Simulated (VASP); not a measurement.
Runs of VASP 6.6.1 on AgCl. The structure is that of space group Fm-3m (No. 225), or close to it. The cells are those of the table. 

```tsv
cell	gap on the mesh (eV)	pressure (GPa)
a = 3.868 Å, angles 60.0°, 2 atoms	(a)	2.2
a = 3.895 Å, angles 60.0°, 2 atoms	1.47	1.0
a = 3.921 Å, angles 60.0°, 2 atoms	1.47	(b)
a = 3.973 Å, angles 60.0°, 2 atoms	1.47	-1.9
```

Alike in all rows: task electric field gradients; level r2SCAN; potentials or basis VASP PAW PBE potentials, release 64 (Ag, Cl); no spin polarisation; k mesh 9 × 9 × 9; cutoff (eV) 520; smearing fermi-dirac 0.01 eV.

Problem. Estimate the missing entries.

Solution. (a) 1.48; (b) -0.1.

Caveats: the PAW data sets were made with another functional, which shifts forces and pressure a little.

A k mesh can miss the band edges, and the runs leave out spin-orbit coupling on Ag.
